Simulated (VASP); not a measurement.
Runs of VASP 6.6.1 on Zn4S. The structure is that of space group Pm-3m (No. 221), or close to it. The cells are those of the table. 

```tsv
task	cell	k mesh	cutoff (eV)	gap on the mesh (eV)	pressure (GPa)	relaxed volume (Å³/atom)
relaxation of cell and atoms	relaxed from a = 4.250 Å, 5 atoms	4 × 4 × 4	600	none	0.2	(a)
relaxation of cell and atoms	relaxed from a = 4.709 Å, 5 atoms	8 × 8 × 8	600	none	0.0	21.09
single point	a = 4.718 Å, 5 atoms	8 × 8 × 8	520	none	0.2	-
single point	a = 4.709 Å, 5 atoms	4 × 4 × 4	520	none	0.3	-
```

Alike in all rows: level PBE; potentials or basis VASP PAW PBE potentials, release 64 (Zn, S); no spin polarisation; smearing gaussian 0.1 eV.

Question: Estimate the missing entries.

Answer: (a) 20.90.

Caveats: some runs use coarse meshes; the volume moved by over 15 % at a fixed basis, so the end points are rough (some runs).

A gap of «none» marks levels without a gap at the run's occupations.
